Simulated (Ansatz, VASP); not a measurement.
# VWC2: VASP beside Ansatz

Contents of INCAR:

```
PREC = Accurate
ENCUT = 520
EDIFF = 1E-7
ISMEAR = -1
SIGMA = 0.05
LREAL = F
LASPH = T
NELM = 150
ALGO = Normal
ISIF = 2
LWAVE = F
LCHARG = T
ISPIN = 2
MAGMOM = 0 2 0 0
LORBIT = 11
LMAXMIX = 4
GGA = CA
LELF = T
LVHAR = T
NBANDS = 30
```

The input KPOINTS:

```
Automatic mesh
0
Gamma
  10 10 10
```

File POSCAR:

```
VWC2
1.0
    1.5270880390      0.8816646904      4.9665689346
   -1.5270880390      0.8816646904      4.9665689346
    0.0000000000     -1.7633293808      4.9665689346
W V C
1 1 2
Direct
    0.0000000000      0.0000000000      0.0000000000
    0.5000000000      0.5000000000      0.5000000000
    0.2464940000      0.2464940000      0.2464940000
    0.7535060000      0.7535060000      0.7535060000
```

The input input.yaml:

```yaml
crystal:
  lattice:
    - [1.527088039, 0.8816646904, 4.9665689346]
    - [-1.527088039, 0.8816646904, 4.9665689346]
    - [0.0, -1.7633293808, 4.9665689346]
  atoms:
    - { symbol: W, position: [0.0, 0.0, 0.0] }
    - { symbol: V, position: [0.5, 0.5, 0.5], spin: 2.0 }
    - { symbol: C, position: [0.246494, 0.246494, 0.246494] }
    - { symbol: C, position: [0.753506, 0.753506, 0.753506] }
kpoints:
  mp_grid: { grid: [10, 10, 10] }
scf:
  occupations: { method: fermi_dirac, width: 0.05 }
hamiltonian:
  xc: lda
  pseudopotentials: { kind: all_electron, lapw: { basis_error: 0.002 } }
magnetization:
  spin_polarized: true
output:
  forces: true
  stress: true
  eigenvalues: true
```

Change from the starting cell: volume scaled by 1.02.

Alike in both runs: task single point; functional LDA; k mesh 10 × 10 × 10; occupations fermi-dirac, width 0.05 eV; collinear spin.

```csv
,VASP,Ansatz
version,VASP 6.6.1,Ansatz 0.2.0
potentials or method,"VASP PAW LDA potentials, release 64 (W_sv, V_sv, C), cutoff 520 eV","all-electron LAPW, scalar-relativistic"
```

```tsv
	VASP	Ansatz	Ansatz less VASP
gap on the k mesh at the Fermi level (eV)	none	none	-
pressure (GPa)	-21.2	-22.6	-1.40
traceless stress, the component that is largest in VASP (GPa)	-0.16	-0.12	+0.036
rms of the force components (eV/Å)	0.073	0.094	+0.0215
net moment per atom (μB)	0.00	0.00	0.000
```

LDA's correlation is that of Perdew and Zunger in VASP and of Perdew and Wang (1992) in Ansatz. Atom by atom the forces differ by 0.022 eV/Å (rms over components). A gap of «none» marks a metal or a gap that the smearing closes. Ansatz ran all-electron here, and VASP with PAW potentials.

Neither program's run includes spin-orbit coupling.
